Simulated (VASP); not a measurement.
# Mo: single point with PBE

Mo:

```xyz
1
Lattice="0.0000 1.9180 1.9180 1.9180 0.0000 1.9180 1.9180 1.9180 0.0000" Properties=species:S:1:pos:R:3 pbc="T T T"
Mo    0.0000    0.0000    0.0000
```

This cell differs from its parent crystal: volume scaled by 0.88.

| Property | Result |
| --- | --- |
| Program | VASP 6.6.1 |
| Task | single point |
| Functional | PBE |
| Potentials or basis | VASP PAW PBE potentials, release 64 (Mo_sv) |
| Cutoff | 520 eV |
| k mesh | 15 × 15 × 15 |
| Occupations | fermi-dirac, width 0.1 eV |
| Spin | no spin polarisation |
| Dipole correction | no |
| Further INCAR settings | ALGO = Normal; EDIFF = 1e-06; NBANDS = 13 |

```yaml
Pressure: 40.4 GPa
Band_gap_on_the_k_mesh: zero (band 7 reaches 18.55 eV, above the bottom of band 8 at 12.92 eV)
```

Levels at points of the mesh, in eV from the Fermi level:
| k point | band 3 | band 4 | band 5 | band 6 | band 7 | band 8 | band 9 | band 10 | band 11 | band 12 |
| --- | --- | --- | --- | --- | --- | --- | --- | --- | --- | --- |
| (0.00, 0.00, 0.00) | -33.71 | -33.71 | -7.07 | -0.93 | -0.93 | -0.93 | 2.28 | 2.28 | 13.11 | 19.01 |

Wall time 14 s on 1 thread of Intel Xeon 8259CL, on a shared host, peak memory 0.14 GiB.
